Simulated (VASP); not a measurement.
A run of VASP 6.6.1 is set up as follows.

The input INCAR:

```
PREC     = Accurate       # precision mode
ENCUT    = 600            # plane-wave cutoff, eV
EDIFF    = 1E-6           # SCF threshold, eV
ISMEAR   = 0              # smearing method
SIGMA    = 0.15           # smearing width, eV
LREAL    = F              # projectors in reciprocal space
LASPH    = T              # aspherical terms in the spheres
NELM     = 120            # most SCF steps
ALGO     = Normal         # electronic algorithm
ISIF     = 2              # what is computed and relaxed
LWAVE    = F              # write WAVECAR
LCHARG   = F              # write CHGCAR
GGA      = PE             # functional
NBANDS   = 13             # bands
GGA_COMPAT= F
```

The input KPOINTS:

```
regular mesh
0
Gamma
  4 4 2
```

File POSCAR:

```
MgH2
1.0
    4.9545593432      0.0000000000      0.0000000000
   -2.4772796716      4.2907742557      0.0000000000
    0.0000000000      0.0000000000      3.5401922242
Mg H
2 4
Direct
    0.3333333333      0.6666666667      0.5000000000
    0.6666666667      0.3333333333      0.5000000000
    0.3333333333      0.6666666667      0.0000000000
    0.6666666667      0.3333333333      0.0000000000
    0.0000000000      0.0000000000      0.5000000000
    0.0000000000      0.0000000000      0.0000000000
```

Potentials or basis: VASP PAW PBE potentials, release 64 (Mg, H).

Command:

```bash
$ cat potpaw_PBE.64/Mg/POTCAR potpaw_PBE.64/H/POTCAR > POTCAR
$ mpirun -np 1 vasp_std > vasp.out
```

(1) What does it give for the pressure?

(2) What does it give for the band gap on the k mesh?

Answers

(1) 0.4 GPa.

(2) zero (band 4 reaches 2.24 eV, above the bottom of band 5 at -0.41 eV).

Caveat: the k points lie up to 0.89 Å⁻¹ apart.
